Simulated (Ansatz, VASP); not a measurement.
One calculation of In3As, two programs

Contents of INCAR:

```
ALGO = Normal ; EDIFF = 1E-7
ENCUT = 520 ; GGA = PE
ISIF = 2 ; ISMEAR = 0
LASPH = T ; LCHARG = F
LREAL = F ; LWAVE = F
NBANDS = 30 ; NELM = 60
PREC = Accurate ; SIGMA = 0.1
```

Contents of KPOINTS:

```
k-points
0
Gamma
  6 6 2
```

Contents of POSCAR:

```
In3As
1.0
    3.1720161000      0.0000000000      0.0000000000
   -1.5860080500      2.7470465200      0.0000000000
    0.0000000000      0.0000000000      9.8426967200
In As
3 1
Direct
    0.6666666700      0.3333333300      0.5000000000
    0.3333333300      0.6666666700      0.2419234500
    0.3333333300      0.6666666700      0.7580765500
    0.6666666700      0.3333333300      0.0000000000
```

Input for Ansatz:

```yaml
crystal:
  lattice:
    - [3.1720161, 0.0, 0.0]
    - [-1.58600805, 2.74704652, 0.0]
    - [0.0, 0.0, 9.84269672]
  atoms:
    - { symbol: In, position: [0.66666667, 0.33333333, 0.5] }
    - { symbol: In, position: [0.33333333, 0.66666667, 0.24192345] }
    - { symbol: In, position: [0.33333333, 0.66666667, 0.75807655] }
    - { symbol: As, position: [0.66666667, 0.33333333, 0.0] }
basis:
  ecutwfc: 420
kpoints:
  mp_grid: { grid: [6, 6, 2] }
hamiltonian:
  xc: pbe
scf:
  occupations: { method: gaussian, width: 0.1 }
  lower_state_search: "off"
output:
  forces: true
  stress: true
  eigenvalues: true
```

Change from the starting cell: species swapped into the GaAg3 type (P-6m2, No. 187).

Alike in both runs: task single point; functional PBE; k mesh 6 × 6 × 2; occupations gaussian, width 0.1 eV; no spin polarisation.

|  | VASP | Ansatz |
| --- | --- | --- |
| version | VASP 6.6.1 | Ansatz 0.2.0 |
| potentials or method | VASP PAW PBE potentials, release 64 (In_d, As), cutoff 520 eV | scalar-relativistic, plane waves, PAW |
| valence electrons in the cell | 44 | 54 |

Ansatz gave:

| Item | Value |
| --- | --- |
| gap on the k mesh at the Fermi level (eV) | none |
| pressure (GPa) | 11.2 |
| traceless stress, the component that is largest in VASP (GPa) | 5.66 |
| rms of the force components (eV/Å) | 0.089 |

Which values does VASP return?

gap on the k mesh at the Fermi level (eV): none; pressure (GPa): 11.2; traceless stress, the component that is largest in VASP (GPa): 5.68; rms of the force components (eV/Å): 0.088.

Atom by atom the forces differ by 0.001 eV/Å (rms over components). A gap of «none» marks a metal or a gap that the smearing closes. VASP's potentials hold 44 valence electrons a cell and Ansatz's 54, so a difference there can come from the potentials and not from the codes.

The k mesh is coarse, so the values compare programs but aren't converged.
